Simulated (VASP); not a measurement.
AlN: single point with PBE

Crystal: AlN.

```
Al N
1.0
     0.00000    2.21273    2.21273
     2.21273    0.00000    2.21273
     2.21273    2.21273    0.00000
Al N
1 1
Direct
  0.00000 0.00000 0.00000
  0.25000 0.25000 0.25000
```

This cell differs from its parent crystal: volume scaled by 1.04.

```yaml
Program: VASP 6.6.1
Task: single point
Functional: PBE
Potentials_or_basis: VASP PAW PBE potentials, release 64 (Al, N)
Cutoff: 520 eV
k_mesh: 10 × 10 × 10
Occupations: fermi-dirac, width 0.05 eV
Spin: no spin polarisation
Dipole_correction: no
Further_INCAR_settings: ALGO = Normal; EDIFF = 1e-06; NBANDS = 11
```

```json
{"Pressure": "-3.1 GPa", "Band gap on the k mesh": "3.30 eV, indirect (least direct gap 3.85 eV)"}
```

Levels at points of the mesh, in eV from the valence-band top:
```tsv
k point	band 1	band 2	band 3	band 4	band 5	band 6	band 7	band 8	band 9
(0.00, 0.00, 0.00)	-14.76	0.00	0.00	0.00	3.85	12.18	12.18	12.18	17.38
(0.50, 0.00, 0.00)	-12.82	-5.69	-0.48	-0.48	7.03	9.60	10.90	10.90	17.48
(0.50, 0.50, 0.00)	-12.22	-4.78	-1.73	-1.73	3.30	8.38	13.44	15.25	15.25
```

It took 6.9 s on 1 thread of Intel Xeon 6975P-C, on a shared host, peak memory 0.14 GiB.

 A k mesh can miss the band edges.
